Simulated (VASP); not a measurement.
## AgRh: single point with PBE

The system is AgRh.

```
CELL_PARAMETERS angstrom
2.77759 0.00000 0.00000
-1.38880 2.40546 0.00000
0.00000 0.00000 4.80860
ATOMIC_POSITIONS crystal
Ag 0.00000 0.00000 0.50000
Rh 0.66667 0.33333 0.00000
```

- Program: VASP 6.6.1
- Task: single point
- Functional: PBE
- Potentials or basis: VASP PAW PBE potentials, release 64 (Ag_sv_GW, Rh_sv_GW)
- Cutoff: 470 eV
- k mesh: 9 × 9 × 5
- Occupations: fermi-dirac, width 0.15 eV
- Spin: no spin polarisation
- Dipole correction: no
- k mesh for the DOS: 14 × 14 × 8
- Occupations for the DOS: tetrahedron
- Further INCAR settings: ALGO = Normal; EDIFF = 1e-06

```
Valence electrons inside the program's atomic spheres : Ag 16.76; Rh 14.88
```

Levels at points of the mesh, in eV from the Fermi level:
```
           k point  band 14  band 15  band 16  band 17  band 18  band 19  band 20  band 21  band 22
(0.00, 0.00, 0.00)    -3.09    -3.09    -1.82    -1.82     0.11     0.11     0.16     5.32    16.48
(0.50, 0.00, 0.00)    -2.68    -2.20    -1.61    -0.11     1.08     1.83     3.98     8.39     8.64
(0.00, 0.00, 0.50)    -3.17    -3.17    -2.47    -1.63    -1.63     0.08     0.08    11.51    12.48
(0.50, 0.00, 0.50)    -2.20    -1.75    -0.60    -0.18     1.08     1.71     2.46     6.47     7.88
```

Run time: 82 s on 1 thread of Intel(R) Xeon(R) Platinum 8259CL CPU @ 2.50GHz (Skylake/Cascade Lake) (shared host), peak memory 0.23 GiB.
